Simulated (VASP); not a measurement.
# SnO (Romarchite) (P4/nmm) in VASP: further runs

Runs on SnO (Romarchite). Level: r2SCAN. Tasks: single point.

Everything below comes from runs of VASP 6.6.1. Logs are shortened: lines on timing, memory, paths and dates and some standing lists are left out, and cuts for length are marked.

### 1 The cell of the first run

It takes space group P4/nmm (No. 129, tetragonal). Conventional cell: a = 3.809 Å, b = 3.809 Å, c = 4.931 Å, α = 90.00°, β = 90.00°, γ = 90.00°. Sn (site symmetry 4mm) has 4 O at 2.22 Å within 2.9 Å. Within 2.9 Å of O (site symmetry -4m2) lie 4 Sn at 2.22 Å and 4 O at 2.69 Å.

### 2 Single point, r2SCAN

POSCAR reads:

```
SnO
1.0
    3.8087037368      0.0000000000      0.0000000000
    0.0000000000      3.8087037368      0.0000000000
    0.0000000000      0.0000000000      4.9308709360
Sn O
2 2
Direct
    0.5000000000      0.0000000000      0.2325790935
    0.0000000000      0.5000000000      0.7674209065
    0.0000000000      0.0000000000      0.0000000000
    0.5000000000      0.5000000000      0.0000000000
```

INCAR.step1 reads:

```
PREC = Accurate
ENCUT = 520
ISMEAR = 0
SIGMA = 0.01
LREAL = F
LASPH = T
NELM = 100
NBANDS = 28
GGA = PE
ALGO = Normal
EDIFF = 1E-4
LWAVE = T
LCHARG = F
```

INCAR.step2 reads:

```
PREC = Accurate
ENCUT = 520
EDIFF = 1E-6
ISMEAR = 0
SIGMA = 0.01
LREAL = F
LASPH = T
NELM = 100
ALGO = Normal
ISIF = 2
LWAVE = F
LCHARG = F
METAGGA = R2SCAN
LMIXTAU = T
NBANDS = 28
ISTART = 1
```

KPOINTS reads:

```
regular mesh
0
Gamma
  10 10 8
```

Potentials or basis: VASP PAW PBE potentials, release 64 (Sn_d, O).

Launch:

```sh
cat potpaw_PBE.64/Sn_d/POTCAR potpaw_PBE.64/O/POTCAR > POTCAR
cp INCAR.step1 INCAR
mpirun -np 1 vasp_std > vasp.out
cp INCAR.step2 INCAR
mpirun -np 1 vasp_std > vasp.out
```

OUTCAR:

```text
PREC = Accurate
   ENCUT = 520
   EDIFF = 1E-6
   ISMEAR = 0
   LREAL = F
   LASPH = T
   NELM = 100
   ISIF = 2
   METAGGA = R2SCAN
   ISTART = 1

 ion  position               nearest neighbor table
   1  0.500  0.000  0.233-   3 2.22   4 2.22   4 2.22   3 2.22   2 3.54   2 3.54   2 3.54   2 3.54

   2  0.000  0.500  0.767-   3 2.22   4 2.22   3 2.22   4 2.22   1 3.54   1 3.54   1 3.54   1 3.54

   3  0.000  0.000  0.000-   1 2.22   2 2.22   2 2.22   1 2.22
   4  0.500  0.500  0.000-   1 2.22   2 2.22   1 2.22   2 2.22

  LATTYP: Found a simple tetragonal cell.
 ALAT       =     3.8087037368
 C/A-ratio  =     1.2946323150

  Lattice vectors:

 A1 = (   3.8087037368,   0.0000000000,   0.0000000000)
 A2 = (   0.0000000000,   3.8087037368,   0.0000000000)
 A3 = (   0.0000000000,   0.0000000000,   4.9308709360)

Analysis of symmetry for initial positions (statically):
=====================================================================
 Subroutine PRICEL returns:
 Original cell was already a primitive cell.

 Routine SETGRP: Setting up the symmetry group for a
 simple tetragonal supercell.

 Subroutine GETGRP returns: Found 16 space group operations
 (whereof  8 operations were pure point group operations)
 out of a pool of 16 trial point group operations.

The static configuration has the point symmetry D_2d.
 The point group associated with its full space group is D_4h.

Analysis of symmetry for dynamics (positions and initial velocities):
=====================================================================
 Subroutine PRICEL returns:
 Original cell was already a primitive cell.

 Routine SETGRP: Setting up the symmetry group for a
 simple tetragonal supercell.

 Subroutine GETGRP returns: Found 16 space group operations
 (whereof  8 operations were pure point group operations)
 out of a pool of 16 trial point group operations.

The dynamic configuration has the point symmetry D_2d.
 The point group associated with its full space group is D_4h.

 Subroutine INISYM returns: Found 16 space group operations
 (whereof  8 operations are pure point group operations),
 and found     1 'primitive' translations

----------------------------------------------------------------------------------------

                                     Primitive cell

  volume of cell :      71.5283

  direct lattice vectors                    reciprocal lattice vectors
     3.808703737  0.000000000  0.000000000     0.262556520  0.000000000  0.000000000
     0.000000000  3.808703737  0.000000000     0.000000000  0.262556520  0.000000000
     0.000000000  0.000000000  4.930870936     0.000000000  0.000000000  0.202803929

  length of vectors
     3.808703737  3.808703737  4.930870936     0.262556520  0.262556520  0.202803929

  position of ions in fractional coordinates (direct lattice)
     0.500000000  0.000000000  0.232579094
     0.000000000  0.500000000  0.767420906
     0.000000000  0.000000000  0.000000000
     0.500000000  0.500000000  0.000000000

  ion indices of the primitive-cell ions
   primitive index   ion index
                 1           1
                 2           2
                 3           3
                 4           4

----------------------------------------------------------------------------------------

 KPOINTS: regular mesh

Automatic generation of k-mesh.
 Grid dimensions read from file:
 generate k-points for:   10   10    8

 Generating k-lattice:

  Cartesian coordinates                     Fractional coordinates (reciprocal lattice)
     0.026255652  0.000000000  0.000000000     0.100000000  0.000000000  0.000000000
     0.000000000  0.026255652  0.000000000     0.000000000  0.100000000  0.000000000
     0.000000000  0.000000000  0.025350491     0.000000000  0.000000000  0.125000000

  Length of vectors
     0.026255652  0.026255652  0.025350491

  Shift w.r.t. Gamma in fractional coordinates (k-lattice)
     0.000000000  0.000000000  0.000000000

 Subroutine IBZKPT returns following result:
 ===========================================

 Found    105 irreducible k-points:

 Following reciprocal coordinates:
            Coordinates               Weight
  0.000000  0.000000  0.000000      1.000000
  0.100000  0.000000  0.000000      4.000000
  0.200000  0.000000  0.000000      4.000000
  0.300000  0.000000  0.000000      4.000000
  0.400000  0.000000  0.000000      4.000000
  0.500000  0.000000  0.000000      2.000000
[... 16 lines left out ...]
  0.100000  0.000000  0.125000      8.000000
  0.200000  0.000000  0.125000      8.000000
 [... further k-points ...]
   k-points           NKPTS =    105   k-points in BZ     NKDIM =    105   number of bands    NBANDS=     28
   number of dos      NEDOS =    301   number of ions     NIONS =      4
   total plane-waves  NPLWV =  31360
   dimension x,y,z NGX =    28 NGY =   28 NGZ =   40
   dimension x,y,z NGXF=    56 NGYF=   56 NGZF=   80
   ions per type =               2   2
   NGX,Y,Z   is equivalent  to a cutoff of  12.22, 12.22, 13.49 a.u.
   NGXF,Y,Z  is equivalent  to a cutoff of  24.44, 24.44, 26.97 a.u.
 SYSTEM =  unknown system
   PREC   = accura    normal or accurate (medium, high low for compatibility)
   ISTART =      1    job   : 0-new  1-cont  2-samecut
   ICHARG =      0    charge: 1-file 2-atom 10-const
   ISPIN  =      1    spin polarized calculation?
   LNONCOLLINEAR =      F non collinear calculations
   LSORBIT =      F    spin-orbit coupling
   LASPH  =      T    aspherical Exc in radial PAW
   ENCUT  =  520.0 eV  38.22 Ry    6.18 a.u.   7.08  7.08  9.17*2*pi/ulx,y,z
   NELM   =    100;   NELMIN=  2; NELMDL=  0     # of ELM steps
   EDIFF  = 0.1E-05   stopping-criterion for ELM
   LREAL  =      F    real-space projection
   EDIFFG = 0.1E-04   stopping-criterion for IOM
   NSW    =      0    number of steps for IOM
   IBRION =     -1    ionic relax: 0-MD 1-quasi-New 2-CG
   NFREE  =      0    steps in history (QN), initial steepest desc. (CG)
   ISIF   =      2    stress and relaxation
   ISYM   =      2    0-nonsym 1-usesym 2-fastsym
   POTIM  = 0.5000    time-step for ionic-motion
   TEBEG  =    0.0;   TEEND  =   0.0 temperature during run
   PSTRESS=    0.0 pullay stress
   NELECT =      40.0000    total number of electrons
   NUPDOWN=      -1.0000    fix difference up-down
   EMIN   =  10.00;   EMAX   =-10.00  energy-range for DOS
   EFERMI =   0.00;   METHOD = LEGACY
   ISMEAR =     0;   SIGMA  =   0.01  broadening in eV -4-tet -1-fermi 0-gaus
   EFERMI_NEDOS =   21; number of points for ismear=-14 and -15
   IALGO  =     38    algorithm
   IMIX   =      4    mixing-type and parameters
     AMIX     =   0.40;   BMIX     =  1.00
     AMIX_MAG =   1.60;   BMIX_MAG =  1.00
  volume/ion in A,a.u.               =      17.88       120.67
  Fermi-wavevector in a.u.,A,eV,Ry     =   1.348763  2.548792 24.751179  1.819160
  Thomas-Fermi vector in A             =   2.476405
   LORBIT       =      0    0 simple, 1 ext, 2 COOP (PROOUT), +10 PAW based schemes
   METAGGA = R2SCAN    functional components
   LHFCALC =     F    Hartree Fock is set to
   AEXX    =    0.0000 exact exchange contribution
   IVDW    =     0    specifies the selected vdW correction
   LEPSILON=     F    determine dielectric tensor
   LRPA    =     F    only Hartree local field effects (RPA)
 non-spin polarized calculation
 Gauss-broadening in eV      SIGMA  =   0.01
  energy-cutoff  :      520.00
  volume of cell :       71.53
 maximum number of plane-waves:      1952
   NGX = 15   NGY = 15   NGZ = 19

 number of electron      39.9999993 magnetization

 Free energy of the ion-electron system (eV)
  ---------------------------------------------------
  ext. energy  EPLUGINS =         0.00000000
  ---------------------------------------------------
  free energy    TOTEN  =       -66.90381095 eV

  energy without entropy =      -66.90381095  energy(sigma->0) =      -66.90381095

 E-fermi :   7.0083     XC(G=0): -10.8003

 val. band max:        6.9086049081   @ k =   0.0000   0.0000   0.0000
 cond. band min:       7.2746165714   @ k =   0.5000   0.5000   0.0000
 fundamental gap:      0.3660116633
 Fermi energy:         7.0083485415

 k-point     1 :       0.0000    0.0000    0.0000
  band No.  band energies     occupation
      1     -16.0202      2.00000
      2     -15.4580      2.00000
      3     -15.4421      2.00000
      4     -15.4421      2.00000
      5     -15.3957      2.00000
      6     -15.3726      2.00000
[... 20 lines left out ...]
     27      14.0543      0.00000
     28      14.7266      0.00000

 k-point     2 :       0.1000    0.0000    0.0000
  band No.  band energies     occupation
      1     -16.0146      2.00000
      2     -15.4617      2.00000
      3     -15.4404      2.00000
      4     -15.4399      2.00000
      5     -15.4235      2.00000
      6     -15.3969      2.00000
[... 20 lines left out ...]
     27      14.2713      0.00000
     28      15.5141      0.00000

 k-point     3 :       0.2000    0.0000    0.0000
  band No.  band energies     occupation
      1     -15.9985      2.00000
      2     -15.5721      2.00000
      3     -15.4352      2.00000
      4     -15.4338      2.00000
      5     -15.4305      2.00000
      6     -15.4000      2.00000
[... 20 lines left out ...]
     27      14.4976      0.00000
     28      17.1342      0.00000

 k-point     4 :       0.3000    0.0000    0.0000
  band No.  band energies     occupation
      1     -15.9725      2.00000
      2     -15.6986      2.00000
      3     -15.4266      2.00000
      4     -15.4256      2.00000
      5     -15.4164      2.00000
      6     -15.4040      2.00000
[... 578 lines left out ...]
     27      13.9753      0.00000
     28      14.8475      0.00000

 k-point    23 :       0.1000    0.0000    0.1250
  band No.  band energies     occupation
      1     -16.0129      2.00000
      2     -15.4653      2.00000
      3     -15.4390      2.00000
      4     -15.4374      2.00000
      5     -15.4236      2.00000
      6     -15.3951      2.00000
[... 20 lines left out ...]
     27      14.2459      0.00000
     28      15.5800      0.00000

 k-point    24 :       0.2000    0.0000    0.1250
  band No.  band energies     occupation
      1     -15.9974      2.00000
      2     -15.5766      2.00000
      3     -15.4338      2.00000
      4     -15.4322      2.00000
      5     -15.4307      2.00000
      6     -15.3980      2.00000
[... 20 lines left out ...]
     27      14.5930      0.00000
     28      17.1145      0.00000

 [... further k-points ...]

------------------------ aborting loop because EDIFF is reached ----------------------------------------

  FORCE on cell =-STRESS in cart. coord.  units (eV):
  Direction    XX          YY          ZZ          XY          YZ          ZX
  --------------------------------------------------------------------------------------
  -------------------------------------------------------------------------------------
  Total        0.2508257      0.2508257      0.2419885      0.0000000      0.0000000      0.0000000
  in kB        5.6182952      5.6182952      5.4203486      0.0000000      0.0000000      0.0000000
  external PRESSURE =       5.5523130 kB  Pullay stress =       0.0000000 kB

 VOLUME and BASIS-vectors are now :
 -----------------------------------------------------------------------------
  energy-cutoff  :      520.00
  volume of cell :       71.53
      direct lattice vectors                 reciprocal lattice vectors
     3.808703737  0.000000000  0.000000000     0.262556520  0.000000000  0.000000000
     0.000000000  3.808703737  0.000000000     0.000000000  0.262556520  0.000000000
     0.000000000  0.000000000  4.930870936     0.000000000  0.000000000  0.202803929

 POSITION                                       TOTAL-FORCE (eV/Angst)
 -----------------------------------------------------------------------------------
      1.90435      0.00000      1.14682         0.000000     -0.000000      0.140677
      0.00000      1.90435      3.78405         0.000000     -0.000000     -0.140677
      0.00000      0.00000      0.00000         0.000000      0.000000      0.000000
      1.90435      1.90435      0.00000         0.000000     -0.000000      0.000000
 -----------------------------------------------------------------------------------
    total drift:                                0.000000      0.000000     -0.000000

  FREE ENERGIE OF THE ION-ELECTRON SYSTEM (eV)
  ---------------------------------------------------
  free  energy   TOTEN  =       -66.9038109493 eV

  energy  without entropy=      -66.9038109493  energy(sigma->0) =      -66.90381095
```

Run time: 6.3 min. Hardware: 1 thread of AMD EPYC 9R45 (Zen 5), shared host; peak memory 0.27 GiB.

Results:

| Item | Value |
| --- | --- |
| Free energy | -66.9038 eV |
| Pressure | 0.6 GPa |
| Largest force | 0.141 eV/Å |
| Band gap on the k mesh | 0.37 eV, indirect (least direct gap 2.32 eV) |

Forces on the atoms (eV/Å):
```
Sn   0.000  0.000  0.141
Sn   0.000  0.000 -0.141
O    0.000  0.000  0.000
O    0.000  0.000  0.000
```

Caveat: the PAW data sets were made with another functional, which shifts forces and pressure a little; spin-orbit coupling is left out, which moves the levels of the heavy elements. A k mesh can miss the band edges.

### 3 Single point, r2SCAN (volume scaled by 1.03, then relaxed in part)

POSCAR reads:

```
SnO
1.0
    3.8151768025      0.0000000000      0.0000000000
    0.0000000000      3.8151768025      0.0000000000
    0.0000000000      0.0000000000      5.0615776797
Sn O
2 2
Direct
    0.5000000000      0.0000000000      0.2269651705
    0.0000000000      0.5000000000      0.7730348295
    0.0000000000      0.0000000000      0.0000000000
    0.5000000000      0.5000000000      0.0000000000
```

INCAR.step1 reads:

```
SYSTEM = SnO
PREC = Accurate ; ENCUT = 520
ISMEAR = 0 ; SIGMA = 0.01
LREAL = .False. ; LASPH = .True.
NELM = 80 ; NBANDS = 28
GGA = PE ; ALGO = Normal
EDIFF = 1E-4 ; LWAVE = .True.
LCHARG = .False.
```

INCAR.step2 reads:

```
SYSTEM = SnO
PREC = Accurate ; ENCUT = 520
EDIFF = 1E-7 ; ISMEAR = 0
SIGMA = 0.01 ; LREAL = .False.
LASPH = .True. ; NELM = 80
ALGO = Normal ; ISIF = 2
LWAVE = .False. ; LCHARG = .False.
METAGGA = R2SCAN ; LMIXTAU = .True.
NBANDS = 28 ; ISTART = 1
```

KPOINTS reads:

```
regular mesh
0
Gamma
  10 10 8
  0 0 0
```

Potentials or basis: VASP PAW PBE potentials, release 64 (Sn_d, O).

Launch:

```sh
cat potpaw_PBE.64/Sn_d/POTCAR potpaw_PBE.64/O/POTCAR > POTCAR
cp INCAR.step1 INCAR
mpirun -np 1 vasp_std > vasp.out
cp INCAR.step2 INCAR
mpirun -np 1 vasp_std > vasp.out
```

It took 7.1 min on 1 thread of AMD EPYC 9R45 (Zen 5), shared host; peak memory 0.28 GiB.

Results (log left out):

* Free energy: -66.9012 eV
* Pressure: -0.1 GPa
* Largest force: 0.137 eV/Å
* Band gap on the k mesh: 0.59 eV, indirect (least direct gap 2.28 eV)

Forces on the atoms (eV/Å):
```
Sn   0.000  0.000  0.137
Sn   0.000  0.000 -0.137
O    0.000  0.000  0.000
O    0.000  0.000  0.000
```

Levels at points of the mesh, in eV from the valence-band top:
```csv
k point,band 16,band 17,band 18,band 19,band 20,band 21,band 22,band 23,band 24,band 25
"(0.00, 0.00, 0.00)",-6.57,-3.78,-3.48,-3.48,0.00,2.28,4.16,5.22,5.22,5.85
"(0.50, 0.00, 0.00)",-5.32,-5.15,-5.15,-2.71,-2.71,3.28,3.28,6.09,6.09,6.35
"(0.50, 0.50, 0.00)",-5.46,-2.80,-2.80,-2.00,-2.00,0.59,0.59,4.77,4.77,7.21
"(0.00, 0.00, 0.50)",-3.82,-3.49,-3.49,-3.39,-2.42,2.01,3.52,3.52,3.99,8.03
"(0.50, 0.00, 0.50)",-5.67,-5.13,-5.13,-1.88,-1.88,2.62,2.62,5.95,5.95,6.84
"(0.50, 0.50, 0.50)",-5.77,-2.80,-2.80,-2.60,-2.60,2.72,2.72,4.03,4.03,5.91
```

Caveat: the PAW data sets were made with another functional, which shifts forces and pressure a little; spin-orbit coupling is left out, which moves the levels of the heavy elements. A k mesh can miss the band edges.

(Continued in part 2 of 2.)
